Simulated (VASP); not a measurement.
Wanted: the native input for a VASP 6.6.1 run.

```
Task                   : relaxation of cell and atoms
Functional             : PBE
Potentials or basis    : VASP PAW PBE potentials, release 64 (Zn, Te, O)
Cutoff                 : 600 eV
k mesh                 : 8 × 8 × 6
Occupations            : gaussian, width 0.1 eV
Spin                   : no spin polarisation
Dipole correction      : no
Further INCAR settings : ALGO = Normal; EDIFF = 1e-07; IBRION = 2; EDIFFG = -0.01; NSW = 100; ISIF = 3
```

The structure of ZnTe3O lies in POSCAR:

```
ZnTe3O
1.0
    4.8485202454      0.0000000000      0.0000000000
    0.0000000000      4.8485202454      0.0000000000
    0.0000000000      0.0000000000      6.1653263530
Zn Te O
1 3 1
Direct
    0.5000000000      0.5000000000      0.4537647103
    0.5000000000      0.5000000000      0.0368626980
    0.5000000000      0.0000000000      0.6790883176
    0.0000000000      0.5000000000      0.6790883176
    0.0000000000      0.0000000000      0.6791959266
```

The cell was generated, and may not be a known phase.

These files were run (other wordings do the same):

INCAR

```
SYSTEM = ZnTe3O
PREC = Accurate
ENCUT = 600
EDIFF = 1E-7
ISMEAR = 0
SIGMA = 0.1
LREAL = .FALSE.
LASPH = .TRUE.
NELM = 60
ALGO = Normal
ISIF = 3
LWAVE = .FALSE.
LCHARG = .FALSE.
GGA = PE
IBRION = 2
NSW = 100
EDIFFG = -0.01
```

KPOINTS

```
regular mesh
0
G
  8 8 6
  0 0 0
```

Potentials or basis: VASP PAW PBE potentials, release 64 (Zn, Te, O).

Launch:

```bash
$ cat potpaw_PBE.64/Zn/POTCAR potpaw_PBE.64/Te/POTCAR potpaw_PBE.64/O/POTCAR > POTCAR
$ mpirun -np 1 vasp_std > vasp.out
```

Results of the run:

```json
{
 "Relaxed volume": "29.04 Å³/atom",
 "Relaxed cell": "a = 4.768 Å, b = 4.768 Å, c = 6.388 Å, α = 90.00°, β = 90.00°, γ = 90.00°",
 "Space group after relaxing (to 0.1 Å)": "P4mm (No. 99)",
 "Energy gained by relaxing": "8.0 meV/atom",
 "Ionic steps": "14",
 "Pressure after relaxing": "0.0 GPa",
 "Largest force after relaxing": "0.009 eV/Å",
 "Band gap on the k mesh": "zero (bands 18 and 19 overlap by 1.37 eV)"
}
```

Caveat: spin-orbit coupling is left out, which moves the levels of the heavy elements.

Run time: 65 min on 1 thread of Intel Xeon 8259CL, with other jobs on the host, peak memory 0.47 GiB.
